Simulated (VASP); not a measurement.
# Cu (Fm-3m) in VASP: further runs

Runs on Cu. Level: LDA. Tasks: single point.

All numbers are computed with VASP 6.6.1; they aren't measurements. Logs are shortened: lines on timing, memory, paths and dates and some standing lists are left out, and cuts for length are marked.

## Step 1: The cell of the first run

The structure is cubic, space group Fm-3m (No. 225). Conventional cell: a = 3.500 Å, b = 3.500 Å, c = 3.500 Å, α = 90.00°, β = 90.00°, γ = 90.00°. Within 3.3 Å of Cu (site symmetry m-3m) lie 12 Cu at 2.47 Å.

## Step 2: Single point, LDA

File INCAR:

```
  PREC = Accurate
  ENCUT = 600
  EDIFF = 1E-6
  ISMEAR = 0
  SIGMA = 0.1
  LREAL = F
  LASPH = T
  NELM = 120
  ALGO = Normal
  ISIF = 2
  LWAVE = F
  LCHARG = F
  NBANDS = 12
  GGA_COMPAT = F
```

File KPOINTS:

```
regular mesh
0
Gamma
  12 12 12
```

File POSCAR:

```
Cu
1.0
    0.0000000000      1.7499922416      1.7499922416
    1.7499922416      0.0000000000      1.7499922416
    1.7499922416      1.7499922416      0.0000000000
Cu
1
Direct
    0.0000000000      0.0000000000      0.0000000000
```

Potentials or basis: VASP PAW LDA potentials, release 64 (Cu).

On the command line:

```bash
> cat potpaw_LDA.64/Cu/POTCAR > POTCAR
> mpirun -np 1 vasp_std > vasp.out
```

OUTCAR:

```text
PREC = Accurate
   ENCUT = 600
   EDIFF = 1E-6
   ISMEAR = 0
   LREAL = F
   LASPH = T
   NELM = 120
   ISIF = 2

 ion  position               nearest neighbor table
   1  0.000  0.000  0.000-

  LATTYP: Found a face centered cubic cell.
 ALAT       =     3.4999844832

  Lattice vectors:

 A1 = (   0.0000000000,   1.7499922416,   1.7499922416)
 A2 = (   1.7499922416,   0.0000000000,   1.7499922416)
 A3 = (   1.7499922416,   1.7499922416,   0.0000000000)

Analysis of symmetry for initial positions (statically):
=====================================================================
 Subroutine PRICEL returns:
 Original cell was already a primitive cell.

 Routine SETGRP: Setting up the symmetry group for a
 face centered cubic supercell.

 Subroutine GETGRP returns: Found 48 space group operations
 (whereof 48 operations were pure point group operations)
 out of a pool of 48 trial point group operations.

The static configuration has the point symmetry O_h .

Analysis of symmetry for dynamics (positions and initial velocities):
=====================================================================
 Subroutine PRICEL returns:
 Original cell was already a primitive cell.

 Routine SETGRP: Setting up the symmetry group for a
 face centered cubic supercell.

 Subroutine GETGRP returns: Found 48 space group operations
 (whereof 48 operations were pure point group operations)
 out of a pool of 48 trial point group operations.

The dynamic configuration has the point symmetry O_h .

 Subroutine INISYM returns: Found 48 space group operations
 (whereof 48 operations are pure point group operations),
 and found     1 'primitive' translations

----------------------------------------------------------------------------------------

                                     Primitive cell

  volume of cell :      10.7186

  direct lattice vectors                    reciprocal lattice vectors
     0.000000000  1.749992242  1.749992242    -0.285715552  0.285715552  0.285715552
     1.749992242  0.000000000  1.749992242     0.285715552 -0.285715552  0.285715552
     1.749992242  1.749992242  0.000000000     0.285715552  0.285715552 -0.285715552

  length of vectors
     2.474862762  2.474862762  2.474862762     0.494873853  0.494873853  0.494873853

  position of ions in fractional coordinates (direct lattice)
     0.000000000  0.000000000  0.000000000

  ion indices of the primitive-cell ions
   primitive index   ion index
                 1           1

----------------------------------------------------------------------------------------

 KPOINTS: regular mesh

Automatic generation of k-mesh.
 Grid dimensions read from file:
 generate k-points for:   12   12   12

 Generating k-lattice:

  Cartesian coordinates                     Fractional coordinates (reciprocal lattice)
    -0.023809629  0.023809629  0.023809629     0.083333333  0.000000000  0.000000000
     0.023809629 -0.023809629  0.023809629     0.000000000  0.083333333  0.000000000
     0.023809629  0.023809629 -0.023809629     0.000000000  0.000000000  0.083333333

  Length of vectors
     0.041239488  0.041239488  0.041239488

  Shift w.r.t. Gamma in fractional coordinates (k-lattice)
     0.000000000  0.000000000  0.000000000

 Subroutine IBZKPT returns following result:
 ===========================================

 Found     72 irreducible k-points:

 Following reciprocal coordinates:
            Coordinates               Weight
  0.000000  0.000000  0.000000      1.000000
  0.083333  0.000000  0.000000      8.000000
  0.166667  0.000000  0.000000      8.000000
  0.250000  0.000000  0.000000      8.000000
  0.333333  0.000000  0.000000      8.000000
  0.416667  0.000000  0.000000      8.000000
[... 16 lines left out ...]
  0.500000  0.166667  0.000000     24.000000
 -0.416667  0.166667  0.000000     24.000000
 [... further k-points ...]
   k-points           NKPTS =     72   k-points in BZ     NKDIM =     72   number of bands    NBANDS=     12
   number of dos      NEDOS =    301   number of ions     NIONS =      1
   total plane-waves  NPLWV =   8000
   dimension x,y,z NGX =    20 NGY =   20 NGZ =   20
   dimension x,y,z NGXF=    40 NGYF=   40 NGZF=   40
   ions per type =               1
   NGX,Y,Z   is equivalent  to a cutoff of  13.43, 13.43, 13.43 a.u.
   NGXF,Y,Z  is equivalent  to a cutoff of  26.87, 26.87, 26.87 a.u.
 SYSTEM =  unknown system
   PREC   = accura    normal or accurate (medium, high low for compatibility)
   ISTART =      0    job   : 0-new  1-cont  2-samecut
   ICHARG =      2    charge: 1-file 2-atom 10-const
   ISPIN  =      1    spin polarized calculation?
   LNONCOLLINEAR =      F non collinear calculations
   LSORBIT =      F    spin-orbit coupling
   LASPH  =      T    aspherical Exc in radial PAW
   ENCUT  =  600.0 eV  44.10 Ry    6.64 a.u.   4.94  4.94  4.94*2*pi/ulx,y,z
   NELM   =    120;   NELMIN=  2; NELMDL= -5     # of ELM steps
   EDIFF  = 0.1E-05   stopping-criterion for ELM
   LREAL  =      F    real-space projection
   EDIFFG = 0.1E-04   stopping-criterion for IOM
   NSW    =      0    number of steps for IOM
   IBRION =     -1    ionic relax: 0-MD 1-quasi-New 2-CG
   NFREE  =      0    steps in history (QN), initial steepest desc. (CG)
   ISIF   =      2    stress and relaxation
   ISYM   =      2    0-nonsym 1-usesym 2-fastsym
   POTIM  = 0.5000    time-step for ionic-motion
   TEBEG  =    0.0;   TEEND  =   0.0 temperature during run
   PSTRESS=    0.0 pullay stress
   NELECT =      11.0000    total number of electrons
   NUPDOWN=      -1.0000    fix difference up-down
   EMIN   =  10.00;   EMAX   =-10.00  energy-range for DOS
   EFERMI =   0.00;   METHOD = LEGACY
   ISMEAR =     0;   SIGMA  =   0.10  broadening in eV -4-tet -1-fermi 0-gaus
   EFERMI_NEDOS =   21; number of points for ismear=-14 and -15
   IALGO  =     38    algorithm
   IMIX   =      4    mixing-type and parameters
     AMIX     =   0.40;   BMIX     =  1.00
     AMIX_MAG =   1.60;   BMIX_MAG =  1.00
  volume/ion in A,a.u.               =      10.72        72.33
  Fermi-wavevector in a.u.,A,eV,Ry     =   1.651301  3.120507 37.100303  2.726795
  Thomas-Fermi vector in A             =   2.740104
   LORBIT       =      0    0 simple, 1 ext, 2 COOP (PROOUT), +10 PAW based schemes
   GGA     = CA    functional components
   LHFCALC =     F    Hartree Fock is set to
   AEXX    =    0.0000 exact exchange contribution
   IVDW    =     0    specifies the selected vdW correction
   LEPSILON=     F    determine dielectric tensor
   LRPA    =     F    only Hartree local field effects (RPA)
 non-spin polarized calculation
 Gauss-broadening in eV      SIGMA  =   0.10
  energy-cutoff  :      600.00
  volume of cell :       10.72
 maximum number of plane-waves:       368
   NGX =  9   NGY =  9   NGZ =  9

 number of electron      10.9999990 magnetization

 Free energy of the ion-electron system (eV)
  ---------------------------------------------------
  ext. energy  EPLUGINS =         0.00000000
  ---------------------------------------------------
  free energy    TOTEN  =        -4.70242930 eV

  energy without entropy =       -4.70138965  energy(sigma->0) =       -4.70190947

 E-fermi :   8.5558     XC(G=0): -13.6800

 val. band max:        8.4034485919   @ k =   0.4167   0.4167   0.0000
 cond. band min:       8.5778699908   @ k =   0.5000   0.3333   0.1667
 fundamental gap:      0.1744213989
 Fermi energy:         8.5558377404

 k-point     1 :       0.0000    0.0000    0.0000
  band No.  band energies     occupation
      1      -1.4928      2.00000
      2       5.2249      2.00000
      3       5.2249      2.00000
      4       5.2249      2.00000
      5       6.1984      2.00000
      6       6.1984      2.00000
      7      32.0607      0.00000
      8      35.3120      0.00000
      9      35.3120      0.00000
     10      35.3120      0.00000
     11      37.9521      0.00000
     12      37.9521      0.00000

 k-point     2 :       0.0833    0.0000    0.0000
  band No.  band energies     occupation
      1      -1.2223      2.00000
      2       5.1632      2.00000
      3       5.2787      2.00000
      4       5.2787      2.00000
      5       6.1776      2.00000
      6       6.1776      2.00000
      7      30.5505      0.00000
      8      33.2362      0.00000
      9      34.6194      0.00000
     10      34.6194      0.00000
     11      38.9849      0.00000
     12      38.9849      0.00000

 k-point     3 :       0.1667    0.0000    0.0000
  band No.  band energies     occupation
      1      -0.4358      2.00000
      2       5.0193      2.00000
      3       5.3865      2.00000
      4       5.3865      2.00000
      5       6.1659      2.00000
      6       6.1659      2.00000
      7      26.2682      0.00000
      8      32.6738      0.00000
      9      33.6284      0.00000
     10      33.6284      0.00000
     11      39.7689      0.00000
     12      40.2393      0.00000

 k-point     4 :       0.2500    0.0000    0.0000
  band No.  band energies     occupation
      1       0.7623      2.00000
      2       4.9291      2.00000
      3       5.4088      2.00000
      4       5.4088      2.00000
      5       6.2898      2.00000
      6       6.2898      2.00000
      7      21.8905      0.00000
      8      32.0667      0.00000
      9      32.8688      0.00000
     10      32.8688      0.00000
     11      38.6933      0.00000
     12      38.6933      0.00000

 k-point     5 :       0.3333    0.0000    0.0000
  band No.  band energies     occupation
      1       2.0398      2.00000
      2       5.2214      2.00000
      3       5.3219      2.00000
      4       5.3219      2.00000
      5       6.5412      2.00000
      6       6.5412      2.00000
      7      17.8745      0.00000
      8      31.3232      0.00000
      9      32.3842      0.00000
     10      32.3842      0.00000
     11      36.8362      0.00000
     12      36.8362      0.00000
[... 228 lines left out ...]
      1       1.9636      2.00000
      2       4.5056      2.00000
      3       5.2884      2.00000
      4       5.7379      2.00000
      5       6.5705      2.00000
      6       6.6513      2.00000
      7      21.1936      0.00000
      8      27.5691      0.00000
      9      28.4467      0.00000
     10      30.6766      0.00000
     11      37.2306      0.00000
     12      42.2611      0.00000

 k-point    22 :       0.4167    0.1667    0.0000
  band No.  band energies     occupation
      1       2.9826      2.00000
      2       4.6218      2.00000
      3       5.1359      2.00000
      4       5.6555      2.00000
      5       6.8341      2.00000
      6       7.5573      2.00000
      7      17.3093      0.00000
      8      26.7877      0.00000
      9      27.3977      0.00000
     10      30.1953      0.00000
     11      40.5017      0.00000
     12      41.6692      0.00000

 k-point    23 :       0.5000    0.1667    0.0000
  band No.  band energies     occupation
      1       3.3934      2.00000
      2       4.7587      2.00000
      3       5.3150      2.00000
      4       5.5674      2.00000
      5       6.8802      2.00000
      6       9.1086      0.00000
      7      14.1094      0.00000
      8      25.3266      0.00000
      9      27.8602      0.00000
     10      30.1449      0.00000
     11      40.4080      0.00000
     12      40.7646      0.00000

 k-point    24 :      -0.4167    0.1667    0.0000
  band No.  band energies     occupation
      1       3.4533      2.00000
      2       4.8130      2.00000
      3       5.4085      2.00000
      4       5.5269      2.00000
      5       6.7416      2.00000
      6       9.6491      0.00000
      7      13.4047      0.00000
      8      24.2865      0.00000
      9      28.9666      0.00000
     10      30.5266      0.00000
     11      39.4815      0.00000
     12      40.2651      0.00000

 [... further k-points ...]

------------------------ aborting loop because EDIFF is reached ----------------------------------------

  FORCE on cell =-STRESS in cart. coord.  units (eV):
  Direction    XX          YY          ZZ          XY          YZ          ZX
  --------------------------------------------------------------------------------------
  -------------------------------------------------------------------------------------
  Total        0.2617751      0.2617751      0.2617751      0.0000000      0.0000000     -0.0000000
  in kB       39.1291616     39.1291616     39.1291616      0.0000000      0.0000000     -0.0000000
  external PRESSURE =      39.1291616 kB  Pullay stress =       0.0000000 kB

 VOLUME and BASIS-vectors are now :
 -----------------------------------------------------------------------------
  energy-cutoff  :      600.00
  volume of cell :       10.72
      direct lattice vectors                 reciprocal lattice vectors
     0.000000000  1.749992242  1.749992242    -0.285715552  0.285715552  0.285715552
     1.749992242  0.000000000  1.749992242     0.285715552 -0.285715552  0.285715552
     1.749992242  1.749992242  0.000000000     0.285715552  0.285715552 -0.285715552

 POSITION                                       TOTAL-FORCE (eV/Angst)
 -----------------------------------------------------------------------------------
      0.00000      0.00000      0.00000         0.000000      0.000000     -0.000000
 -----------------------------------------------------------------------------------
    total drift:                               -0.000000     -0.000000     -0.000000

  FREE ENERGIE OF THE ION-ELECTRON SYSTEM (eV)
  ---------------------------------------------------
  free  energy   TOTEN  =        -4.7024292964 eV

  energy  without entropy=       -4.7013896454  energy(sigma->0) =       -4.70190947
```

Wall time 6.7 s (1 thread of AMD EPYC 9R45 (Zen 5), shared host); peak memory 0.09 GiB.

Results:

- Free energy: -4.7024 eV
- Pressure: 3.9 GPa

## Step 3: Single point, LDA

This run uses another cell than the first one, of 10.88 Å³/atom, 1.015 times its volume.

File INCAR:

```
PREC = Accurate ; ENCUT = 600
EDIFF = 1E-6 ; ISMEAR = 0
SIGMA = 0.1 ; LREAL = False
LASPH = True ; NELM = 120
ALGO = Normal ; ISIF = 2
LWAVE = False ; LCHARG = True
LELF = True ; LVHAR = True
NBANDS = 12 ; GGA_COMPAT = False
```

KPOINTS is that of step 2.

File POSCAR:

```
Cu
1.0
    0.0000000000      1.7588307362      1.7588307362
    1.7588307362      0.0000000000      1.7588307362
    1.7588307362      1.7588307362      0.0000000000
Cu
1
Direct
    0.0000000000      0.0000000000      0.0000000000
```

Potentials or basis: VASP PAW LDA potentials, release 64 (Cu).

On the command line:

```bash
> cat potpaw_LDA.64/Cu/POTCAR > POTCAR
> mpirun -np 1 vasp_std > vasp.out
```

Wall time 7 s (1 thread of AMD EPYC 9R45 (Zen 5), shared host); peak memory 0.09 GiB.

Results (log left out):

- Free energy: -4.7049 eV
- Pressure: 0.9 GPa

Levels at points of the mesh, in eV from the Fermi level:
| k point | band 2 | band 3 | band 4 | band 5 | band 6 | band 7 | band 8 | band 9 | band 10 | band 11 |
| --- | --- | --- | --- | --- | --- | --- | --- | --- | --- | --- |
| (0.00, 0.00, 0.00) | -3.27 | -3.27 | -3.27 | -2.32 | -2.32 | 23.40 | 26.52 | 26.52 | 26.52 | 29.14 |
| (0.50, 0.00, 0.00) | -3.30 | -3.30 | -1.68 | -1.68 | -1.15 | 4.23 | 21.88 | 23.28 | 23.28 | 26.35 |
| (0.50, 0.50, 0.00) | -4.85 | -1.69 | -1.52 | -1.52 | 1.50 | 7.78 | 13.72 | 13.72 | 18.57 | 21.73 |

## Step 4: Single point, LDA

This run uses another cell than the first one, of 11.05 Å³/atom, 1.030 times its volume.

File INCAR:

```
SYSTEM = Cu
  ALGO = Normal
  EDIFF = 1E-6
  ENCUT = 600
  GGA = CA
  GGA_COMPAT = .False.
  ISIF = 2
  ISMEAR = 0
  LASPH = .True.
  LCHARG = .False.
  LREAL = .False.
  LWAVE = .False.
  NBANDS = 12
  NELM = 120
  PREC = Accurate
  SIGMA = 0.1
```

File KPOINTS:

```
k-points
0
Gamma
  12 12 12
  0 0 0
```

File POSCAR:

```
Cu
1.0
    0.0000000000      1.7675812819      1.7675812819
    1.7675812819      0.0000000000      1.7675812819
    1.7675812819      1.7675812819      0.0000000000
Cu
1
Direct
    0.0000000000      0.0000000000      0.0000000000
```

On the command line:

```bash
> cat potpaw_LDA.64/Cu/POTCAR > POTCAR
> mpirun -np 1 vasp_std > vasp.out
```

Run time: 6.7 s. Hardware: 1 thread of AMD EPYC 9R45 (Zen 5), shared host; peak memory 0.09 GiB.

Results (log left out):

```
Free energy : -4.7045 eV
Pressure    : -1.8 GPa
```

Levels at points of the mesh, in eV from the Fermi level:
```tsv
k point	band 2	band 3	band 4	band 5	band 6	band 7	band 8	band 9	band 10	band 11
(0.00, 0.00, 0.00)	-3.21	-3.21	-3.21	-2.28	-2.28	23.29	26.29	26.29	26.29	28.89
(0.50, 0.00, 0.00)	-3.24	-3.24	-1.65	-1.65	-1.10	4.15	21.78	23.05	23.05	26.14
(0.50, 0.50, 0.00)	-4.76	-1.67	-1.50	-1.50	1.52	7.67	13.61	13.61	18.42	21.47
```

## Step 5: The runs side by side

```csv
cell,gap on the mesh (eV),pressure (GPa)
"a = 2.475 Å, angles 60.0°, 1 atom",none,3.9
"a = 2.487 Å, angles 60.0°, 1 atom",none,0.9
"a = 2.500 Å, angles 60.0°, 1 atom",none,-1.8
```

Alike in all rows: task single point; level LDA; potentials or basis VASP PAW LDA potentials, release 64 (Cu); no spin polarisation; k mesh 12 × 12 × 12; cutoff (eV) 600; smearing gaussian 0.1 eV.

Absolute energies hang on the potentials; compare differences alone.
